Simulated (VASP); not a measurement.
# Al13Cu11 in VASP: notebook, part 2 of 2

VASP 6.6.1.

### Step 5. Single point, PBE

INCAR reads:

```
SYSTEM = Al13Cu11
  PREC = Accurate
  ENCUT = 400
  EDIFF = 1E-6
  ISMEAR = -1
  SIGMA = 0.05
  LREAL = Auto
  LASPH = .True.
  NELM = 120
  ALGO = Normal
  ISIF = 2
  LWAVE = .False.
  LCHARG = .True.
  GGA = PE
  LELF = .True.
  LVHAR = .True.
  NBANDS = 98
  ISYM = -1
  GGA_COMPAT = .False.
```

KPOINTS reads:

```
explicit points
1
Reciprocal
  0.25000000   0.25000000   0.25000000 1
```

POSCAR reads:

```
Al13Cu11
1.0
    7.1452280000      0.0272100000     -0.2795910000
    0.0272100000      7.0459230000      0.0416720000
   -0.2795910000      0.0416720000      7.0313830000
Al Cu
13 11
Direct
    0.1164324583      0.6646001140      0.1117211581
    0.5358921228      0.4956623994      0.2386320545
    0.4654598432      0.0249013790      0.7768678925
    0.6179614198      0.8473454305      0.4603957532
    0.1117584657      0.1875170928      0.6103632029
    0.6026281381      0.3560166824      0.8964618307
    0.2597331683      0.2869402661      1.0114858885
    0.8766184536      0.5595183383      0.4695258930
    0.7726037611      0.1496494622      0.2768972855
    0.2658956069      0.7780165578      0.4978935883
    0.4280974979      0.1686825672      0.4101815912
    0.9044835584      0.0740060319      0.9452198071
    0.4023347228      0.9141153550      0.1571095121
    0.9447778028      0.9053125629      0.4988478348
    0.4640091221      0.6647569007      0.8988379704
    0.1569388422      0.8662338546      0.8199907459
    0.1112394589      0.0786539913      0.2518767478
    0.5508358743      0.5223158091      0.5956705542
    0.7246185343      0.1804829164      0.6279371692
    0.9688291629      0.4421642985      0.8018947402
    0.8894234472      0.4072348666      0.1290140929
    0.7875151695      0.7526556949      0.8152630124
    0.2178277146      0.4419629253      0.3810512369
    0.7396908860      0.7755870633      0.1638098295
```

On the command line:

```sh
$ cat potpaw_PBE.64/Al/POTCAR potpaw_PBE.64/Cu/POTCAR > POTCAR
$ mpirun -np 1 vasp_std > vasp.out
```

Run time: 69 s. Hardware: 1 thread of Intel Xeon Platinum 8375C at 2.90GHz (Ice Lake), shared host; peak memory 0.32 GiB.

It converged, with:

```
Free energy   : -89.7997 eV
Pressure      : 0.5 GPa
Largest force : 1.604 eV/Å
```

Forces on the atoms (eV/Å):
```
Al  -0.135  0.357 -0.089
Al  -0.059 -0.043 -0.025
Al   0.187 -0.298  0.439
Al   0.116  0.027  1.071
Al  -0.179  0.306 -0.016
Al   0.825 -0.356  0.377
Al   0.044 -0.042  0.092
Al   0.367 -0.414 -0.215
Al  -1.017 -0.981  0.759
Al  -0.032 -0.115 -0.011
Al  -0.018  0.701  0.294
Al  -0.291 -0.018 -0.540
Al   0.046 -0.167 -1.052
Cu  -0.224  0.000  0.055
Cu  -0.871  0.625  0.162
Cu   0.051 -0.105  0.097
Cu   0.251 -0.037  0.170
Cu  -0.369  0.006 -0.267
Cu   0.381 -0.049 -0.230
Cu   0.264 -0.251 -0.301
Cu   0.200  0.727  0.078
Cu   0.140 -0.048 -0.354
Cu  -0.271  0.006 -0.237
Cu   0.593  0.168 -0.258
```

Stress tensor (GPa, compression positive):
```
-1.46 -3.28 -4.48
-3.28  1.55 -4.00
-4.48 -4.00  1.56
```

Levels at points of the mesh, in eV from the Fermi level:
```csv
k point,band 76,band 77,band 78,band 79,band 80,band 81,band 82,band 83,band 84,band 85
"(0.25, 0.25, 0.25)",-0.93,-0.77,-0.67,-0.30,-0.17,0.17,0.28,0.61,0.68,1.01
```

Caveat: the atoms stand as in a frame of molecular dynamics.

### Step 6. Single point, PBE

INCAR reads:

```
SYSTEM = Al13Cu11
ALGO = Normal
EDIFF = 1E-6
ENCUT = 400
GGA = PE
GGA_COMPAT = .FALSE.
ISIF = 2
ISMEAR = -1
ISYM = -1
LASPH = .TRUE.
LCHARG = .FALSE.
LREAL = Auto
LWAVE = .FALSE.
NBANDS = 98
NELM = 120
PREC = Accurate
SIGMA = 0.05
```

KPOINTS is that of step 5.

POSCAR reads:

```
Al13Cu11
1.0
    7.1452280000      0.0272100000     -0.2795910000
    0.0272100000      7.0459230000      0.0416720000
   -0.2795910000      0.0416720000      7.0313830000
Al Cu
13 11
Direct
    0.1163033031      0.6873502996      0.1014854539
    0.5486066040      0.5319246534      0.2438631354
    0.4956814436      0.0132681245      0.7819956844
    0.6278218163      0.8389093188      0.4654325188
    0.1276945329      0.2051405879      0.5890440933
    0.6162870071      0.3575421320      0.9095675495
    0.2740389644      0.3230335870      1.0295310855
    0.8881685235      0.5297464165      0.4563129804
    0.7418511572      0.1493061570      0.2430059664
    0.2784269420      0.7537112165      0.5374545823
    0.4287950307      0.1794841331      0.4048307095
    0.9211805684      0.1052460643      0.9129154225
    0.4261561785      0.9135811467      0.1444345556
    0.9544305602      0.8805459559      0.4892239668
    0.4205596084      0.6740828652      0.8970678031
    0.1542544964      0.8805990947      0.8075283118
    0.1143894893      0.0402851737      0.2382950136
    0.5504906136      0.5143169754      0.6016592474
    0.7186679011      0.1829454532      0.6091253135
    0.9636328183      0.4223140597      0.7941112569
    0.9081565704      0.4328278414      0.1379443563
    0.7648065031      0.7116989503      0.8241651886
    0.2143855118      0.4383896156      0.3592602888
    0.7638194272      0.7903838912      0.1543587030
```

Potentials or basis: VASP PAW PBE potentials, release 64 (Al, Cu).

On the command line:

```sh
$ cat potpaw_PBE.64/Al/POTCAR potpaw_PBE.64/Cu/POTCAR > POTCAR
$ mpirun -np 1 vasp_std > vasp.out
```

Wall time 68 s (1 thread of Intel Xeon Platinum 8375C at 2.90GHz (Ice Lake), shared host); peak memory 0.31 GiB.

It converged, with:

```
Free energy   : -89.7733 eV
Pressure      : 0.9 GPa
Largest force : 1.164 eV/Å
```

Forces on the atoms (eV/Å):
```
Al   0.087  0.297  0.035
Al  -0.738 -0.465 -0.246
Al  -0.131 -0.256 -0.014
Al  -0.091  0.219  0.726
Al  -0.763 -0.721  0.502
Al   0.430  0.092 -0.066
Al  -0.090 -0.041 -0.077
Al  -0.127  0.189  0.742
Al   0.138 -0.516  0.253
Al   0.361 -0.264 -0.800
Al   0.039 -0.256 -0.137
Al  -0.252 -0.779  0.252
Al   0.039  0.283  0.032
Cu  -0.065  0.507  0.173
Cu   0.237 -0.646 -0.040
Cu  -0.144  0.677  0.660
Cu   0.114  0.316 -0.207
Cu  -0.352  0.083 -0.243
Cu   0.748  0.255 -0.279
Cu   0.241  0.335 -0.230
Cu  -0.443 -0.580 -0.576
Cu   0.284  0.205 -0.512
Cu   0.155  0.718 -0.395
Cu   0.324  0.347  0.445
```

Stress tensor (GPa, compression positive):
```
-1.04 -3.67 -4.64
-3.67  2.62 -3.88
-4.64 -3.88  1.21
```

Levels at points of the mesh, in eV from the Fermi level:
```csv
k point,band 78,band 79,band 80,band 81,band 82,band 83
"(0.25, 0.25, 0.25)",-0.56,-0.31,-0.24,0.23,0.35,0.66
```

Caveat: the atoms stand as in a frame of molecular dynamics.

### Step 7. Single point, PBE

INCAR reads:

```
ALGO = Normal
EDIFF = 1E-6
ENCUT = 400
GGA = PE
GGA_COMPAT = F
ISIF = 2
ISMEAR = -1
ISYM = -1
LASPH = T
LCHARG = T
LELF = T
LREAL = Auto
LVHAR = T
LWAVE = F
NBANDS = 98
NELM = 120
PREC = Accurate
SIGMA = 0.05
```

KPOINTS is that of step 6.

POSCAR reads:

```
Al13Cu11
1.0
    7.1452280000      0.0272100000     -0.2795910000
    0.0272100000      7.0459230000      0.0416720000
   -0.2795910000      0.0416720000      7.0313830000
Al Cu
13 11
Direct
    0.1135240329      0.6862330974      0.0998619464
    0.5222512486      0.5397305293      0.2578420345
    0.5299319746      0.0052115408      0.7832462028
    0.6313460362      0.8420921829      0.4841954995
    0.1023640866      0.1933952584      0.5817713116
    0.6210717574      0.3594906946      0.9192715540
    0.2415113844      0.3269346996      1.0054894445
    0.8769045911      0.5285794634      0.4481720976
    0.7401049026      0.1339384987      0.2608801405
    0.2934272626      0.7517818531      0.5366863629
    0.4206952932      0.1653967280      0.4202647197
    0.9017498467      0.0821903291      0.9041480326
    0.4368561063      0.9095986070      0.1355682435
    0.9761133016      0.8817300253      0.4882917117
    0.4100947104      0.6290377991      0.8913281394
    0.1984767598      0.9171212453      0.8281045193
    0.1154882446      0.0521733721      0.2127088377
    0.5234150230      0.5007056574      0.6034596215
    0.7347856194      0.2116493941      0.6030943831
    0.9455763534      0.4277777919      0.7805597110
    0.9098777267      0.3938193821      0.1356110714
    0.7895181468      0.7292859976      0.8109096549
    0.2088290371      0.4331715962      0.3673461668
    0.7773894149      0.7945815690      0.1698666224
```

Potentials or basis: VASP PAW PBE potentials, release 64 (Al, Cu).

On the command line:

```sh
$ cat potpaw_PBE.64/Al/POTCAR potpaw_PBE.64/Cu/POTCAR > POTCAR
$ mpirun -np 1 vasp_std > vasp.out
```

OUTCAR:

```text
EDIFF = 1E-6
   ENCUT = 400
   GGA = PE
   ISIF = 2
   ISMEAR = -1
   ISYM = -1
   LASPH = T
   LREAL = Auto
   NELM = 120
   PREC = Accurate

 ion  position               nearest neighbor table
   1  0.114  0.686  0.100-  21 2.55  24 2.60  16 2.61  23 2.62  15 2.70  17 2.71   7 2.79  13 2.80
                            22 2.97   2 3.20   8 3.27  10 3.28
   2  0.522  0.540  0.258-  18 2.44  23 2.54  24 2.67  15 2.71   4 2.76   8 2.77  13 2.78   6 2.85
                            11 2.98   7 3.00  10 3.05   1 3.20   9 3.24
   3  0.530  0.005  0.783-  19 2.48  16 2.50   4 2.56  22 2.67  13 2.70   6 2.75  12 2.79  11 2.83
                            15 2.90  10 2.95
   4  0.631  0.842  0.484-  14 2.48  24 2.54  10 2.56   3 2.56  22 2.59  18 2.68   9 2.73  11 2.73
                             2 2.76  13 2.76  19 2.83   8 2.84
   5  0.102  0.193  0.582-  23 2.42  14 2.46  20 2.49  11 2.63  16 2.64  19 2.65  17 2.80  12 2.88
                             8 2.95   7 3.22   9 3.33
   6  0.621  0.359  0.919-  15 2.41  18 2.47  21 2.48  20 2.63  19 2.65   3 2.75  12 2.80   7 2.84
                             2 2.85   9 2.93  22 2.99
   7  0.242  0.327  0.005-  15 2.60  17 2.62  20 2.63  21 2.65  23 2.69   1 2.79   6 2.84   2 3.00
                            12 3.03   5 3.22  11 3.28  13 3.33
   8  0.877  0.529  0.448-  21 2.43  20 2.45  23 2.57  14 2.60  19 2.71  24 2.74   2 2.77   4 2.84
                            18 2.84   5 2.95  22 3.04   9 3.22   1 3.27
   9  0.740  0.134  0.261-  21 2.40  19 2.48  24 2.50  11 2.63   4 2.73  13 2.79  17 2.79  14 2.83
                            12 2.87   6 2.93   8 3.22   2 3.24   5 3.33
  10  0.293  0.752  0.537-  18 2.42  14 2.44  16 2.51   4 2.56  23 2.61  15 2.70   3 2.95   2 3.05
                            11 3.18  13 3.26   1 3.28
  11  0.421  0.165  0.420-  23 2.42  19 2.52   5 2.63   9 2.63  17 2.66  13 2.72   4 2.73  18 2.78
                             3 2.83   2 2.98  10 3.18   7 3.28
[... 20 lines left out ...]
  22  0.790  0.729  0.811-  20 2.41  24 2.58   4 2.59   3 2.67  12 2.69   1 2.97   6 2.99   8 3.04

  23  0.209  0.433  0.367-  11 2.42   5 2.42   2 2.54   8 2.57  21 2.60  10 2.61   1 2.62   7 2.69
                            18 2.74
  24  0.777  0.795  0.170-   9 2.50   4 2.54  13 2.55  22 2.58   1 2.60  14 2.64   2 2.67   8 2.74
                            12 2.93

IMPORTANT INFORMATION: All symmetrisations will be switched off!
NOSYMM: (Re-)initialisation of all symmetry stuff for point group C_1.

----------------------------------------------------------------------------------------

                                     Primitive cell

  volume of cell :     353.4240

  direct lattice vectors                    reciprocal lattice vectors
     7.145228000  0.027210000 -0.279591000     0.140173967 -0.000574310  0.005577183
     0.027210000  7.045923000  0.041672000    -0.000574310  0.141933375 -0.000864015
    -0.279591000  0.041672000  7.031383000     0.005577183 -0.000864015  0.142446420

  length of vectors
     7.150747841  7.046098769  7.037062923     0.140286050  0.141937167  0.142558178

  position of ions in fractional coordinates (direct lattice)
     0.113524033  0.686233097  0.099861946
     0.522251249  0.539730529  0.257842035
     0.529931975  0.005211541  0.783246203
     0.631346036  0.842092183  0.484195499
     0.102364087  0.193395258  0.581771312
     0.621071757  0.359490695  0.919271554
[... 16 lines left out ...]
     0.208829037  0.433171596  0.367346167
     0.777389415  0.794581569  0.169866622

  ion indices of the primitive-cell ions
   primitive index   ion index
                 1           1
                 2           2
                 3           3
                 4           4
                 5           5
                 6           6
[... 16 lines left out ...]
                23          23
                24          24

----------------------------------------------------------------------------------------

 KPOINTS: explicit points

Read explicit list of k-points.

 Found      1 k-points:

 Following reciprocal coordinates:
            Coordinates               Weight
  0.250000  0.250000  0.250000      1.000000
   k-points           NKPTS =      1   k-points in BZ     NKDIM =      1   number of bands    NBANDS=     98
   number of dos      NEDOS =    301   number of ions     NIONS =     24
   total plane-waves  NPLWV = 110592
   dimension x,y,z NGX =    48 NGY =   48 NGZ =   48
   dimension x,y,z NGXF=    96 NGYF=   96 NGZF=   96
   ions per type =              13  11
   NGX,Y,Z   is equivalent  to a cutoff of  11.16, 11.33, 11.34 a.u.
   NGXF,Y,Z  is equivalent  to a cutoff of  22.32, 22.65, 22.68 a.u.
 SYSTEM =  unknown system
   PREC   = accura    normal or accurate (medium, high low for compatibility)
   ISTART =      0    job   : 0-new  1-cont  2-samecut
   ICHARG =      2    charge: 1-file 2-atom 10-const
   ISPIN  =      1    spin polarized calculation?
   LNONCOLLINEAR =      F non collinear calculations
   LSORBIT =      F    spin-orbit coupling
   LASPH  =      T    aspherical Exc in radial PAW
   ENCUT  =  400.0 eV  29.40 Ry    5.42 a.u.  11.66 11.49 11.48*2*pi/ulx,y,z
   NELM   =    120;   NELMIN=  2; NELMDL= -5     # of ELM steps
   EDIFF  = 0.1E-05   stopping-criterion for ELM
   LREAL  =      T    real-space projection
   EDIFFG = 0.1E-04   stopping-criterion for IOM
   NSW    =      0    number of steps for IOM
   IBRION =     -1    ionic relax: 0-MD 1-quasi-New 2-CG
   NFREE  =      0    steps in history (QN), initial steepest desc. (CG)
   ISIF   =      2    stress and relaxation
   ISYM   =     -1    0-nonsym 1-usesym 2-fastsym
   POTIM  = 0.5000    time-step for ionic-motion
   TEBEG  =    0.0;   TEEND  =   0.0 temperature during run
   PSTRESS=    0.0 pullay stress
   NELECT =     160.0000    total number of electrons
   NUPDOWN=      -1.0000    fix difference up-down
   EMIN   =  10.00;   EMAX   =-10.00  energy-range for DOS
   EFERMI =   0.00;   METHOD = LEGACY
   ISMEAR =    -1;   SIGMA  =   0.05  broadening in eV -4-tet -1-fermi 0-gaus
   EFERMI_NEDOS =   21; number of points for ismear=-14 and -15
   IALGO  =     38    algorithm
   IMIX   =      4    mixing-type and parameters
     AMIX     =   0.40;   BMIX     =  1.00
     AMIX_MAG =   1.60;   BMIX_MAG =  1.00
  volume/ion in A,a.u.               =      14.73        99.38
  Fermi-wavevector in a.u.,A,eV,Ry     =   1.257041  2.375463 21.499277  1.580152
  Thomas-Fermi vector in A             =   2.390720
   LORBIT       =      0    0 simple, 1 ext, 2 COOP (PROOUT), +10 PAW based schemes
   GGA     = PE    functional components
   LHFCALC =     F    Hartree Fock is set to
   AEXX    =    0.0000 exact exchange contribution
   IVDW    =     0    specifies the selected vdW correction
   LEPSILON=     F    determine dielectric tensor
   LRPA    =     F    only Hartree local field effects (RPA)
 non-spin polarized calculation
  energy-cutoff  :      400.00
  volume of cell :      353.42
 maximum number of plane-waves:      6412
 NGX is ok and might be reduce to    48
   NGX = 23   NGY = 23   NGZ = 23

 number of electron     159.9999969 magnetization

 Free energy of the ion-electron system (eV)
  ---------------------------------------------------
  ext. energy  EPLUGINS =         0.00000000
  ---------------------------------------------------
  free energy    TOTEN  =       -90.25841622 eV

  energy without entropy =      -90.24810728  energy(sigma->0) =      -90.25326175

 E-fermi :   7.8038     XC(G=0): -10.9866

 val. band max:        7.5640635509   @ k =   0.2500   0.2500   0.2500
 cond. band min:       8.0494513121   @ k =   0.2500   0.2500   0.2500
 fundamental gap:      0.4853877611
 Fermi energy:         7.8037659974

 k-point     1 :       0.2500    0.2500    0.2500
  band No.  band energies     occupation
      1      -2.4307      2.00000
      2      -1.3745      2.00000
      3      -0.8227      2.00000
      4      -0.6521      2.00000
      5       0.0878      2.00000
      6       0.4872      2.00000
[... 84 lines left out ...]
     91      10.1274      0.00000
     92      10.2518      0.00000
 [bands above 92 left out]

------------------------ aborting loop because EDIFF is reached ----------------------------------------

  FORCE on cell =-STRESS in cart. coord.  units (eV):
  Direction    XX          YY          ZZ          XY          YZ          ZX
  --------------------------------------------------------------------------------------
  -------------------------------------------------------------------------------------
  Total       -1.5070317      5.1334796     -1.8253302    -10.0072883     -9.5953850    -10.5622672
  in kB       -6.8318276     23.2716063     -8.2747707    -45.3660468    -43.4987650    -47.8819329
  external PRESSURE =       2.7216693 kB  Pullay stress =       0.0000000 kB

 VOLUME and BASIS-vectors are now :
 -----------------------------------------------------------------------------
  energy-cutoff  :      400.00
  volume of cell :      353.42
      direct lattice vectors                 reciprocal lattice vectors
     7.145228000  0.027210000 -0.279591000     0.140173967 -0.000574310  0.005577183
     0.027210000  7.045923000  0.041672000    -0.000574310  0.141933375 -0.000864015
    -0.279591000  0.041672000  7.031383000     0.005577183 -0.000864015  0.142446420

 POSITION                                       TOTAL-FORCE (eV/Angst)
 -----------------------------------------------------------------------------------
      0.80191      4.84240      0.69902        -0.302476      0.103016      0.000547
      3.67420      3.82785      1.68946        -0.341776     -0.243565     -0.674130
      3.56764      0.08378      5.35936        -0.176362     -0.202969      0.351345
      4.39865      5.97067      3.26314         0.677835     -0.163635     -0.252537
      0.57402      1.38968      4.07010        -0.388652     -0.097007      0.286790
      4.19046      2.58815      6.30508         0.289406     -0.227796     -0.051660
[... 16 lines left out ...]
      1.40121      3.07308      2.54262         0.090662      0.437376     -0.506288
      5.52875      5.62679      1.01016         0.017213     -0.312418      0.005158
 -----------------------------------------------------------------------------------
    total drift:                               -0.002085      0.003917     -0.003428

  FREE ENERGIE OF THE ION-ELECTRON SYSTEM (eV)
  ---------------------------------------------------
  free  energy   TOTEN  =       -90.2584162220 eV

  energy  without entropy=      -90.2481072831  energy(sigma->0) =      -90.25326175
```

It took 70 s on 1 thread of Intel Xeon Platinum 8375C at 2.90GHz (Ice Lake), shared host; peak memory 0.32 GiB.

What came out:

```
Free energy   : -90.2584 eV
Pressure      : 0.3 GPa
Largest force : 0.794 eV/Å
```

Forces on the atoms (eV/Å):
```
Al  -0.302  0.103  0.001
Al  -0.342 -0.244 -0.674
Al  -0.176 -0.203  0.351
Al   0.678 -0.164 -0.253
Al  -0.389 -0.097  0.287
Al   0.289 -0.228 -0.052
Al   0.388 -0.216  0.199
Al  -0.008  0.349  0.315
Al   0.074 -0.193 -0.125
Al  -0.330  0.058 -0.124
Al   0.176 -0.038 -0.399
Al  -0.028 -0.381  0.183
Al   0.032  0.282  0.261
Cu  -0.551 -0.160  0.126
Cu  -0.119  0.546  0.469
Cu  -0.192  0.302  0.285
Cu   0.235  0.124  0.060
Cu   0.256 -0.114 -0.155
Cu  -0.225 -0.340 -0.380
Cu   0.468 -0.063  0.355
Cu   0.242  0.334 -0.321
Cu  -0.283  0.217  0.090
Cu   0.091  0.437 -0.506
Cu   0.017 -0.312  0.005
```

Stress tensor (GPa, compression positive):
```
-0.68 -4.54 -4.79
-4.54  2.33 -4.35
-4.79 -4.35 -0.83
```

Levels at points of the mesh, in eV from the Fermi level:
```tsv
k point	band 77	band 78	band 79	band 80	band 81	band 82	band 83	band 84
(0.25, 0.25, 0.25)	-0.85	-0.65	-0.40	-0.24	0.25	0.34	0.63	0.81
```

Caveat: the atoms stand as in a frame of molecular dynamics.

### Step 8. Summary

```tsv
cell	smearing	pressure (GPa)	largest force (eV/Å)
as given, atomic positions A	fermi-dirac 0.056 eV	1.8	2.22
as given, atomic positions B	fermi-dirac 0.056 eV	3.0	1.89
as given, atomic positions C	fermi-dirac 0.056 eV	1.5	2.45
as given, atomic positions D	fermi-dirac 0.05 eV	0.5	1.60
as given, atomic positions E	fermi-dirac 0.05 eV	0.9	1.16
as given, atomic positions F	fermi-dirac 0.05 eV	0.3	0.79
```

Alike in all rows: task single point; level PBE; potentials or basis VASP PAW PBE potentials, release 64 (Al, Cu); no spin polarisation; k mesh 1 × 1 × 1, shifted; cutoff (eV) 400.

Caveats: the atoms stand as in a frame of molecular dynamics.

Total energies depend on the potentials used, so only differences within one code and one set of settings carry meaning.
